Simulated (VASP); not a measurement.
LiCl (wurtzite type), 4 atoms in the cell. The structure is hexagonal, space group P6_3mc (No. 186). Conventional cell: a = 3.926 Å, b = 3.926 Å, c = 6.287 Å, α = 90.00°, β = 90.00°, γ = 120.00°. Within 3.2 Å of Li (site symmetry 3m) lie 4 Cl at 2.39 Å. Cl (site symmetry 3m) has 4 Li at 2.39 Å within 3.2 Å. 

- Program: VASP 6.6.1
- Task: single point
- Functional: PBE
- Potentials or basis: VASP PAW PBE potentials, release 64 (Li_sv, Cl)
- Cutoff: 520 eV
- k mesh: 10 × 10 × 6
- Occupations: fermi-dirac, width 0.05 eV
- Spin: no spin polarisation
- Dipole correction: no
- Further INCAR settings: ALGO = Normal; EDIFF = 1e-06; NBANDS = 18

Potentials or basis: VASP PAW PBE potentials, release 64 (Li_sv, Cl).

Run with:

```console
$ cat potpaw_PBE.64/Li_sv/POTCAR potpaw_PBE.64/Cl/POTCAR > POTCAR
$ mpirun -np 1 vasp_std > vasp.out
```

Hardware: 1 thread of Intel(R) Xeon(R) 6975P-C (Granite Rapids), on a shared host.

**Question.** Estimate the wall time of this run.

**Answer.** Wall time 36 s on 1 thread of Intel(R) Xeon(R) 6975P-C (Granite Rapids), with other jobs on the host, peak memory 0.22 GiB. Counts: scf iterations 13, k points 56.
